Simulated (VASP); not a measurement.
SnO: single point with PBE

Crystal: SnO.

```
CELL_PARAMETERS angstrom
3.86826 0.00000 0.00000
0.00000 3.86826 0.00000
0.60795 0.00000 5.06624
ATOMIC_POSITIONS crystal
Sn 0.96891 0.50000 0.22798
Sn 0.53109 0.00000 0.77202
O 0.50387 0.50000 0.00056
O 0.99613 0.00000 0.99944
```

- Program: VASP 6.6.1
- Task: single point
- Functional: PBE
- Potentials or basis: VASP PAW PBE potentials, release 64 (Sn_d, O)
- Cutoff: 520 eV
- k mesh: 10 × 10 × 8
- Occupations: gaussian, width 0.01 eV
- Spin: no spin polarisation
- Dipole correction: no
- Further INCAR settings: ALGO = Normal; EDIFF = 1e-06; NBANDS = 28

```json
{
  "Pressure": "0.9 GPa",
  "Largest force": "0.077 eV/Å",
  "Band gap on the k mesh": "0.53 eV (least direct gap 1.83 eV)"
}
```

Forces in eV/Å, atoms in the order of the input:
```
Sn  -0.002  0.000  0.077
Sn   0.002  0.000 -0.077
O    0.003  0.000  0.000
O   -0.003  0.000  0.000
```

Stress tensor (GPa, compression positive):
```
 0.70  0.00 -2.12
 0.00  0.89  0.00
-2.12  0.00  1.10
```

Levels at points of the mesh, in eV from the valence-band top:
```csv
k point,band 18,band 19,band 20,band 21,band 22,band 23
"(0.00, 0.00, 0.00)",-2.97,-2.94,-0.01,1.82,3.92,4.82
"(0.50, 0.00, 0.00)",-4.48,-2.80,-1.75,2.46,3.51,5.19
"(0.00, 0.50, 0.00)",-4.54,-2.43,-2.43,3.01,3.01,5.60
"(0.50, 0.50, 0.00)",-2.31,-1.92,-1.92,0.69,0.69,4.44
"(0.00, 0.00, 0.50)",-2.97,-2.96,-2.03,1.66,3.22,3.57
"(0.50, 0.00, 0.50)",-4.49,-2.11,-0.99,1.81,3.00,5.03
"(0.00, 0.50, 0.50)",-4.53,-1.57,-1.57,2.42,2.42,5.57
"(0.50, 0.50, 0.50)",-2.41,-2.31,-2.31,2.63,2.63,3.55
```

Run time: 6.7 min on 1 thread of Intel(R) Xeon(R) Platinum 8259CL CPU @ 2.50GHz (Skylake/Cascade Lake), with other jobs on the host, peak memory 0.5 GiB.

Caveat: spin-orbit coupling is left out, which moves the levels of the heavy elements. A k mesh can miss the band edges.
